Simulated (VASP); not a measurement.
A run of VASP 6.6.1:

The input POSCAR:

```
Ge
1.0
   -1.4265801743      1.4265801743      1.4265801743
    1.4265801743     -1.4265801743      1.4265801743
    1.4265801743      1.4265801743     -1.4265801743
Ge
1
Direct
    0.0000000000      0.0000000000      0.0000000000
```

Contents of INCAR.step1:

```
PREC = Accurate
ENCUT = 520
EDIFF = 1E-6
ISMEAR = -1
SIGMA = 0.08
LREAL = F
LASPH = T
NELM = 60
ALGO = Normal
ISIF = 2
LWAVE = F
LCHARG = T
GGA = PE
NBANDS = 13
```

Contents of KPOINTS.step1:

```
Automatic mesh
0
Gamma
  16 16 16
```

File INCAR.step2:

```
PREC = Accurate
ENCUT = 520
EDIFF = 1E-6
ISMEAR = -5
SIGMA = 0.08
LREAL = F
LASPH = T
NELM = 60
ALGO = Normal
ISIF = 2
LWAVE = F
LCHARG = F
GGA = PE
LORBIT = 10
NBANDS = 13
NEDOS = 1001
ICHARG = 11
```

Contents of KPOINTS.step2:

```
Automatic mesh
0
Gamma
  24 24 24
```

Potentials or basis: VASP PAW PBE potentials, release 64 (Ge_d).

The run is started by

```sh
$ cat potpaw_PBE.64/Ge_d/POTCAR > POTCAR
$ cp INCAR.step1 INCAR
$ cp KPOINTS.step1 KPOINTS
$ mpirun -np 1 vasp_std > vasp.out
$ cp INCAR.step2 INCAR
$ cp KPOINTS.step2 KPOINTS
$ mpirun -np 1 vasp_std > vasp.out
```

Hardware: 1 thread of Intel(R) Xeon(R) 6975P-C (Granite Rapids) (shared host).

Estimate the wall time of this run.

It took 22 s on 1 thread of Intel(R) Xeon(R) 6975P-C (Granite Rapids), with other jobs on the host, peak memory 0.2 GiB. Counts: k points 413.
